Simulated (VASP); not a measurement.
A run of VASP 6.6.1 is set up as follows.

The input POSCAR:

```
Na
1.0
    3.7670000000      0.0000000000      0.0000000000
   -1.8835000000      3.2623176961      0.0000000000
    0.0000000000      0.0000000000      6.1540000000
Na
2
Direct
    0.6666666667      0.3333333333      0.7500000000
    0.3333333333      0.6666666667      0.2500000000
```

Contents of INCAR.step1:

```
PREC = Accurate ; ENCUT = 600
ISMEAR = -1 ; SIGMA = 0.05
LREAL = F ; LASPH = T
NELM = 60 ; GGA = PE
ALGO = Normal ; EDIFF = 1E-4
LWAVE = T ; LCHARG = F
```

INCAR.step2

```
PREC = Accurate ; ENCUT = 600
EDIFF = 1E-6 ; ISMEAR = -1
SIGMA = 0.05 ; LREAL = F
LASPH = T ; NELM = 60
ALGO = Normal ; ISIF = 3
LWAVE = F ; LCHARG = F
METAGGA = R2SCAN ; LMIXTAU = T
IBRION = 2 ; NSW = 60
EDIFFG = -0.01 ; PSTRESS = 200.0
ISTART = 1
```

File KPOINTS:

```
regular mesh
0
Gamma
  8 8 5
```

Potentials or basis: VASP PAW PBE potentials, release 64 (Na_pv).

Launch:

```bash
$ cat potpaw_PBE.64/Na_pv/POTCAR > POTCAR
$ cp INCAR.step1 INCAR
$ mpirun -np 1 vasp_std > vasp.out
$ cp INCAR.step2 INCAR
$ mpirun -np 1 vasp_std > vasp.out
```

Q: Predict the band gap on the k mesh.

A: Zero (bands 7 and 8 overlap by 4.66 eV).

Q: Estimate the space group after relaxing (to 0.1 Å).

A: P6_3/mmc (No. 194).

Q: Estimate the relaxed cell.

A: a = 2.989 Å, b = 2.989 Å, c = 4.799 Å, α = 90.00°, β = 90.00°, γ = 120.00°.

Step by step:
```
step  energy change (eV)  largest force (eV/Å)  pressure (GPa)  volume (Å³)
   1              0.0000                0.0000           -0.05        75.63
   2              1.6752                0.0000           25.11        34.76
   3              1.3523                0.0000           20.11        37.07
   4              1.2791                0.0000           19.05        37.67
   5              1.2806                0.0000           19.07        37.65
   6              1.2855                0.0000           19.12        37.61
   7              1.2941                0.0000           19.35        37.53
   8              1.3184                0.0000           19.61        37.33
   9              1.3682                0.0000           20.39        36.93
  10              1.3431                0.0000           20.00        37.13
  11              1.3420                0.0000           19.97        37.14
  12              1.3420                0.0000           19.99        37.14
  13              1.3421                0.0000           19.98        37.14
  14              1.3423                0.0000           19.98        37.14
```

Caveat: the cell is relaxed towards a set pressure, so the run minimises the enthalpy, not the energy; the volume moved by over 15 % at a fixed basis, so the end points are rough; the PAW data sets were made with another functional, which shifts forces and pressure a little.
